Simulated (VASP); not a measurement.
# ZnTe2O3 (R-3m) in VASP: notebook

ZnTe2O3 is run at these levels: PBE; tasks: relaxation of cell and atoms, single point.

Everything below comes from runs of VASP 6.6.1. Logs are shortened: lines on timing, memory, paths and dates and some standing lists are left out, and cuts for length are marked.

## Step 1: The cell of the first run

The structure is trigonal, space group R-3m (No. 166). Conventional cell: a = 5.391 Å, b = 5.391 Å, c = 13.035 Å, α = 90.00°, β = 90.00°, γ = 120.00°. Within 3.5 Å of Zn (site symmetry -3m) lie 6 O at 2.67 Å and 6 Te at 3.16 Å. Within 4.1 Å of Te (site symmetry 3m) lie 9 O at 3.12 to 3.15 Å and 3 Zn at 3.16 Å and 4 Te at 3.28 to 3.29 Å. Within 3.5 Å of O (site symmetry 2/m) lie 2 Zn at 2.67 Å and 4 O at 2.70 Å and 6 Te at 3.12 to 3.15 Å.

The cell was generated, and may not be a known phase.

## Step 2: Relaxation of cell and atoms, PBE

Input file INCAR:

```
ALGO = Normal
EDIFF = 1E-6
EDIFFG = -0.04
ENCUT = 600
GGA = PE
IBRION = 2
ISIF = 3
ISMEAR = 0
LASPH = True
LCHARG = False
LREAL = False
LWAVE = False
NELM = 60
NSW = 90
PREC = Accurate
SIGMA = 0.1
```

Input file KPOINTS:

```
k-points
0
Gamma
  6 6 6
```

Input file POSCAR:

```
ZnTe2O3
1.0
    2.6957264900      1.5563784200      4.3448836600
   -2.6957264900      1.5563784200      4.3448836600
    0.0000000000     -3.1127568300      4.3448836600
Zn Te O
1 2 3
Direct
    0.0000000000      0.0000000000      0.0000000000
    0.6257100100      0.6257100100      0.6257100100
    0.3742899900      0.3742899900      0.3742899900
    0.0000000000      0.5000000000      0.0000000000
    0.5000000000      0.0000000000      0.0000000000
    0.0000000000      0.0000000000      0.5000000000
```

Potentials or basis: VASP PAW PBE potentials, release 64 (Zn, Te, O).

Run with:

```bash
$ cat potpaw_PBE.64/Zn/POTCAR potpaw_PBE.64/Te/POTCAR potpaw_PBE.64/O/POTCAR > POTCAR
$ mpirun -np 1 vasp_std > vasp.out
```

OUTCAR:

```text
EDIFF = 1E-6
   EDIFFG = -0.04
   ENCUT = 600
   GGA = PE
   IBRION = 2
   ISIF = 3
   ISMEAR = 0
   LASPH = True
   LREAL = False
   NELM = 60
   NSW = 90
   PREC = Accurate

 ion  position               nearest neighbor table
   1  0.000  0.000  0.000-   2 3.16   2 3.16   3 3.16   3 3.16   2 3.16   3 3.16
   2  0.626  0.626  0.626-   1 3.16   1 3.16   1 3.16   3 3.28   3 3.29   3 3.29   3 3.29
   3  0.374  0.374  0.374-   1 3.16   1 3.16   1 3.16   2 3.28   2 3.29   2 3.29   2 3.29
   4  0.000  0.500  0.000-
   5  0.500  0.000  0.000-
   6  0.000  0.000  0.500-

  LATTYP: Found a trigonal (rhomboedric) cell.
 ALAT       =     5.3448357413
 COS(alpha) =     0.4912400415

  Lattice vectors:

 A1 = (   2.6957264900,   1.5563784200,   4.3448836600)
 A2 = (  -2.6957264900,   1.5563784200,   4.3448836600)
 A3 = (   0.0000000000,  -3.1127568300,   4.3448836600)

Analysis of symmetry for initial positions (statically):
=====================================================================
 Subroutine PRICEL returns:
 Original cell was already a primitive cell.

 Routine SETGRP: Setting up the symmetry group for a
 trigonal (rhombohedral) supercell.

 Subroutine GETGRP returns: Found 12 space group operations
 (whereof 12 operations were pure point group operations)
 out of a pool of 12 trial point group operations.

The static configuration has the point symmetry D_3d.

Analysis of symmetry for dynamics (positions and initial velocities):
=====================================================================
 Subroutine PRICEL returns:
 Original cell was already a primitive cell.

 Routine SETGRP: Setting up the symmetry group for a
 trigonal (rhombohedral) supercell.

 Subroutine GETGRP returns: Found 12 space group operations
 (whereof 12 operations were pure point group operations)
 out of a pool of 12 trial point group operations.

The dynamic configuration has the point symmetry D_3d.

 Subroutine INISYM returns: Found 12 space group operations
 (whereof 12 operations are pure point group operations),
 and found     1 'primitive' translations

----------------------------------------------------------------------------------------

                                     Primitive cell

  volume of cell :     109.3756

  direct lattice vectors                    reciprocal lattice vectors
     2.695726490  1.556378420  4.344883660     0.185478758  0.107086210  0.076718587
    -2.695726490  1.556378420  4.344883660    -0.185478758  0.107086210  0.076718587
     0.000000000 -3.112756830  4.344883660     0.000000000 -0.214172421  0.076718587

  length of vectors
     5.344835742  5.344835742  5.344835741     0.227498500  0.227498500  0.227498500

  position of ions in fractional coordinates (direct lattice)
     0.000000000  0.000000000  0.000000000
     0.625710010  0.625710010  0.625710010
     0.374289990  0.374289990  0.374289990
     0.000000000  0.500000000  0.000000000
     0.500000000  0.000000000  0.000000000
     1.000000000  1.000000000  0.500000000

  ion indices of the primitive-cell ions
   primitive index   ion index
                 1           1
                 2           2
                 3           3
                 4           4
                 5           5
                 6           6

----------------------------------------------------------------------------------------

 KPOINTS: k-points

Automatic generation of k-mesh.
 Grid dimensions read from file:
 generate k-points for:    6    6    6

 Generating k-lattice:

  Cartesian coordinates                     Fractional coordinates (reciprocal lattice)
     0.030913126  0.017847702  0.012786431     0.166666667  0.000000000  0.000000000
    -0.030913126  0.017847702  0.012786431     0.000000000  0.166666667  0.000000000
     0.000000000 -0.035695403  0.012786431     0.000000000  0.000000000  0.166666667

  Length of vectors
     0.037916417  0.037916417  0.037916417

  Shift w.r.t. Gamma in fractional coordinates (k-lattice)
     0.000000000  0.000000000  0.000000000

 Subroutine IBZKPT returns following result:
 ===========================================

 Found     32 irreducible k-points:

 Following reciprocal coordinates:
            Coordinates               Weight
  0.000000  0.000000  0.000000      1.000000
  0.166667  0.000000 -0.000000      6.000000
  0.333333  0.000000 -0.000000      6.000000
  0.500000  0.000000 -0.000000      3.000000
  0.166667  0.166667 -0.000000      6.000000
  0.333333  0.166667 -0.000000     12.000000
[... 16 lines left out ...]
  0.500000  0.500000  0.166667      6.000000
 -0.333333  0.500000  0.166667     12.000000
 [... further k-points ...]
   k-points           NKPTS =     32   k-points in BZ     NKDIM =     32   number of bands    NBANDS=     25
   number of dos      NEDOS =    301   number of ions     NIONS =      6
   total plane-waves  NPLWV = 110592
   dimension x,y,z NGX =    48 NGY =   48 NGZ =   48
   dimension x,y,z NGXF=    96 NGYF=   96 NGZF=   96
   ions per type =               1   2   3
   NGX,Y,Z   is equivalent  to a cutoff of  14.93, 14.93, 14.93 a.u.
   NGXF,Y,Z  is equivalent  to a cutoff of  29.86, 29.86, 29.86 a.u.
 SYSTEM =  unknown system
   PREC   = accura    normal or accurate (medium, high low for compatibility)
   ISTART =      0    job   : 0-new  1-cont  2-samecut
   ICHARG =      2    charge: 1-file 2-atom 10-const
   ISPIN  =      1    spin polarized calculation?
   LNONCOLLINEAR =      F non collinear calculations
   LSORBIT =      F    spin-orbit coupling
   LASPH  =      T    aspherical Exc in radial PAW
   ENCUT  =  600.0 eV  44.10 Ry    6.64 a.u.  10.67 10.67 10.67*2*pi/ulx,y,z
   NELM   =     60;   NELMIN=  2; NELMDL= -5     # of ELM steps
   EDIFF  = 0.1E-05   stopping-criterion for ELM
   LREAL  =      F    real-space projection
   EDIFFG = -.4E-01   stopping-criterion for IOM
   NSW    =     90    number of steps for IOM
   IBRION =      2    ionic relax: 0-MD 1-quasi-New 2-CG
   NFREE  =      1    steps in history (QN), initial steepest desc. (CG)
   ISIF   =      3    stress and relaxation
   ISYM   =      2    0-nonsym 1-usesym 2-fastsym
   POTIM  = 0.5000    time-step for ionic-motion
   TEBEG  =    0.0;   TEEND  =   0.0 temperature during run
   PSTRESS=    0.0 pullay stress
   NELECT =      42.0000    total number of electrons
   NUPDOWN=      -1.0000    fix difference up-down
   EMIN   =  10.00;   EMAX   =-10.00  energy-range for DOS
   EFERMI =   0.00;   METHOD = LEGACY
   ISMEAR =     0;   SIGMA  =   0.10  broadening in eV -4-tet -1-fermi 0-gaus
   EFERMI_NEDOS =   21; number of points for ismear=-14 and -15
   IALGO  =     38    algorithm
   IMIX   =      4    mixing-type and parameters
     AMIX     =   0.40;   BMIX     =  1.00
     AMIX_MAG =   1.60;   BMIX_MAG =  1.00
  volume/ion in A,a.u.               =      18.23       123.02
  Fermi-wavevector in a.u.,A,eV,Ry     =   1.189920  2.248623 19.264622  1.415910
  Thomas-Fermi vector in A             =   2.326016
   LORBIT       =      0    0 simple, 1 ext, 2 COOP (PROOUT), +10 PAW based schemes
   GGA     = PE    functional components
   LHFCALC =     F    Hartree Fock is set to
   AEXX    =    0.0000 exact exchange contribution
   IVDW    =     0    specifies the selected vdW correction
   LEPSILON=     F    determine dielectric tensor
   LRPA    =     F    only Hartree local field effects (RPA)
 conjugate gradient relaxation of ions
 non-spin polarized calculation
 Gauss-broadening in eV      SIGMA  =   0.10
  energy-cutoff  :      600.00
  volume of cell :      109.38
 maximum number of plane-waves:      3671
 NGX is ok and might be reduce to    48
   NGX = 21   NGY = 21   NGZ = 21

--------------------------------------- Ionic step        1  -------------------------------------------

 number of electron      41.9999994 magnetization

 Free energy of the ion-electron system (eV)
  ---------------------------------------------------
  ext. energy  EPLUGINS =         0.00000000
  ---------------------------------------------------
  free energy    TOTEN  =       -17.12374749 eV

  energy without entropy =      -17.06972661  energy(sigma->0) =      -17.09673705

 E-fermi :   3.7784     XC(G=0): -10.1262

 val. band max:        3.7778874035   @ k =  -0.1667   0.1667   0.0000
 cond. band min:       3.7852920556   @ k =   0.3333   0.1667  -0.0000
 fundamental gap:      0.0074046521
 Fermi energy:         3.7783763654

 k-point     1 :       0.0000    0.0000    0.0000
  band No.  band energies     occupation
      1     -12.9718      2.00000
      2     -11.8925      2.00000
      3     -11.8925      2.00000
      4      -8.1871      2.00000
      5      -5.5672      2.00000
      6      -2.7709      2.00000
[... 661 lines left out ...]
     24       5.0233      0.00000
     25       5.2130      0.00000

 [... further k-points ...]
[... 5 lines left out ...]
  --------------------------------------------------------------------------------------
  -------------------------------------------------------------------------------------
  Total       -6.6317763     -6.6317764    -15.2635428     -0.0000000     -0.0000000      0.0000000
  in kB      -97.1449044    -97.1449046   -223.5864609     -0.0000000     -0.0000002      0.0000000
  external PRESSURE =    -139.2920900 kB  Pullay stress =       0.0000000 kB
[... 101 lines left out ...]
  FREE ENERGIE OF THE ION-ELECTRON SYSTEM (eV)
  ---------------------------------------------------
  free  energy   TOTEN  =       -19.3199683711 eV

  energy  without entropy=      -19.2761457014  energy(sigma->0) =      -19.29805704

 E-fermi :  10.1454     XC(G=0): -12.2355

 val. band max:       10.1327645272   @ k =  -0.3333   0.5000   0.3333
 cond. band min:      10.1475554015   @ k =  -0.3333   0.3333   0.3333
 fundamental gap:      0.0147908743
 Fermi energy:        10.1454352048

 k-point     1 :       0.0000    0.0000    0.0000
  band No.  band energies     occupation
      1     -11.1581      2.00000
      2      -8.7200      2.00000
      3      -8.7200      2.00000
      4      -3.8365      2.00000
      5      -1.7077      2.00000
      6       2.8684      2.00000
[... 661 lines left out ...]
     24      14.0382      0.00000
     25      16.1027      0.00000

 [... further k-points ...]

[... ionic steps 4 to 27 ...]

--------------------------------------- Ionic step       28  -------------------------------------------

 number of electron      41.9999999 magnetization

------------------------ aborting loop because EDIFF is reached ----------------------------------------
[... 75 lines left out ...]
--------------------------------------- Ionic step       30  -------------------------------------------

 number of electron      41.9999990 magnetization

 Free energy of the ion-electron system (eV)
  ---------------------------------------------------
  ext. energy  EPLUGINS =         0.00000000
  ---------------------------------------------------
  free energy    TOTEN  =       -24.16988851 eV

  energy without entropy =      -24.15398525  energy(sigma->0) =      -24.16193688

 E-fermi :   6.8882     XC(G=0): -10.9043

 val. band max:        6.8844273521   @ k =   0.5000   0.5000   0.1667
 cond. band min:       6.8997840202   @ k =   0.5000   0.3333  -0.0000
 fundamental gap:      0.0153566682
 Fermi energy:         6.8882149993

 k-point     1 :       0.0000    0.0000    0.0000
  band No.  band energies     occupation
      1     -12.9425      2.00000
      2     -11.3686      2.00000
      3     -11.3686      2.00000
      4      -4.9868      2.00000
      5      -4.3086      2.00000
      6      -0.0123      2.00000
[... 661 lines left out ...]
     24       9.8014      0.00000
     25      10.3547      0.00000

 [... further k-points ...]
[... 5 lines left out ...]
  --------------------------------------------------------------------------------------
  -------------------------------------------------------------------------------------
  Total       -0.1931283     -0.1931283      0.1118513      0.0000000      0.0000000      0.0000000
  in kB       -3.4646266     -3.4646266      2.0065561      0.0000000      0.0000000      0.0000000
  external PRESSURE =      -1.6408990 kB  Pullay stress =       0.0000000 kB
[... 21 lines left out ...]
  FREE ENERGIE OF THE ION-ELECTRON SYSTEM (eV)
  ---------------------------------------------------
  free  energy   TOTEN  =       -24.1698885124 eV

  energy  without entropy=      -24.1539852539  energy(sigma->0) =      -24.16193688

 reached required accuracy - stopping structural energy minimisation
```

Run time: 77 min. Hardware: 1 thread of Intel Xeon 8259CL, shared host; peak memory 0.44 GiB.

Results:

```yaml
Free_energy: -24.1699 eV
Relaxed_volume: 14.89 Å³/atom
Relaxed_cell: a = 4.541 Å, b = 4.541 Å, c = 4.541 Å, α = 79.35°, β = 79.35°, γ = 79.35°
Space_group_after_relaxing_to_0.1_Å: R-3m (No. 166)
Pressure_after_relaxing: -0.2 GPa
Largest_force_after_relaxing: 0.030 eV/Å
Band_gap_on_the_k_mesh: zero (bands 21 and 22 overlap by 2.09 eV)
```

Forces in eV/Å, atoms in the order of the input:
```
Zn   0.000  0.000  0.000
Te   0.000  0.000 -0.030
Te   0.000  0.000  0.030
O    0.000  0.000  0.000
O    0.000  0.000  0.000
O    0.000  0.000  0.000
```

Final structure:
```
Zn Te O
1.0
     2.89888    1.67367    3.06795
    -2.89888    1.67367    3.06795
     0.00000   -3.34734    3.06795
Zn Te O
1 2 3
Direct
  0.00000 0.00000 0.00000
  0.67319 0.67319 0.67319
  0.32681 0.32681 0.32681
  0.00000 0.50000 0.00000
  0.50000 0.00000 0.00000
  0.00000 0.00000 0.50000
```

Levels at points of the mesh, in eV from the Fermi level:
| k point | band 18 | band 19 | band 20 | band 21 | band 22 | band 23 | band 24 | band 25 |
| --- | --- | --- | --- | --- | --- | --- | --- | --- |
| (0.00, 0.00, 0.00) | -2.77 | -2.48 | -2.48 | -2.32 | -1.53 | 0.06 | 2.46 | 2.46 |
| (0.50, 0.00, 0.00) | -3.05 | -2.60 | -0.51 | -0.14 | 0.47 | 0.73 | 2.61 | 3.14 |
| (0.50, 0.50, 0.00) | -2.58 | -2.15 | -0.69 | 0.16 | 0.19 | 2.09 | 2.93 | 3.63 |
| (0.50, 0.50, 0.50) | -2.22 | -2.07 | -2.02 | 0.48 | 0.48 | 1.00 | 1.00 | 5.14 |

Caveat: the volume moved by over 15 % at a fixed basis, so the end points are rough; spin-orbit coupling is left out, which moves the levels of the heavy elements.

## Step 3: Single point, PBE

This run uses another cell than the first one, of 14.92 Å³/atom.

Input file INCAR:

```
SYSTEM = ZnTe2O3
ALGO = Normal
EDIFF = 1E-6
ENCUT = 520
GGA = PE
ISIF = 2
ISMEAR = 0
LASPH = .True.
LCHARG = .True.
LELF = .True.
LREAL = .False.
LVHAR = .True.
LWAVE = .False.
NBANDS = 30
NELM = 100
PREC = Accurate
SIGMA = 0.1
```

Input file KPOINTS:

```
k-points
0
Gamma
  12 12 12
  0 0 0
```

Input file POSCAR:

```
ZnTe2O3
1.0
    2.9109959777      1.6806643113      3.0488637507
   -2.9109959777      1.6806643113      3.0488637507
    0.0000000000     -3.3613286227      3.0488637507
Zn Te O
1 2 3
Direct
    0.0000000000      0.0000000000      0.0000000000
    0.6718473044      0.6718473044      0.6718473044
    0.3281526956      0.3281526956      0.3281526956
    0.0000000000      0.5000000000      0.0000000000
    0.5000000000      0.0000000000      0.0000000000
    0.0000000000      0.0000000000      0.5000000000
```

Potentials or basis: VASP PAW PBE potentials, release 64 (Zn, Te, O).

Run with:

```bash
$ cat potpaw_PBE.64/Zn/POTCAR potpaw_PBE.64/Te/POTCAR potpaw_PBE.64/O/POTCAR > POTCAR
$ mpirun -np 1 vasp_std > vasp.out
```

It took 10 min on 1 thread of Intel Xeon 8259CL, shared host; peak memory 0.55 GiB.

Results (log left out):

```yaml
Free_energy: -24.1324 eV
Pressure: -0.2 GPa
Largest_force: 0.025 eV/Å
Band_gap_on_the_k_mesh: zero (bands 21 and 22 overlap by 2.29 eV)
```

Forces on the atoms (eV/Å):
```
Zn   0.000  0.000  0.000
Te   0.000  0.000  0.025
Te   0.000  0.000 -0.025
O    0.000  0.000  0.000
O    0.000  0.000  0.000
O    0.000  0.000  0.000
```

Stress tensor (GPa, compression positive):
```
-0.17  0.00  0.00
 0.00 -0.17  0.00
 0.00  0.00 -0.25
```

Levels at points of the mesh, in eV from the Fermi level:
```
           k point  band 17  band 18  band 19  band 20  band 21  band 22  band 23  band 24  band 25  band 26
(0.00, 0.00, 0.00)    -2.80    -2.80    -2.46    -2.46    -2.35    -1.63     0.09     2.34     2.34     5.43
(0.50, 0.00, 0.00)    -3.27    -3.08    -2.63    -0.56    -0.19     0.48     0.62     2.64     2.99     3.07
(0.50, 0.50, 0.00)    -3.69    -2.59    -2.16    -0.70     0.13     0.13     2.03     2.91     3.58     3.96
(0.50, 0.50, 0.50)    -2.22    -2.22    -2.16    -2.05     0.48     0.48     0.97     0.97     5.15     6.01
```

Caveat: spin-orbit coupling is left out, which moves the levels of the heavy elements.
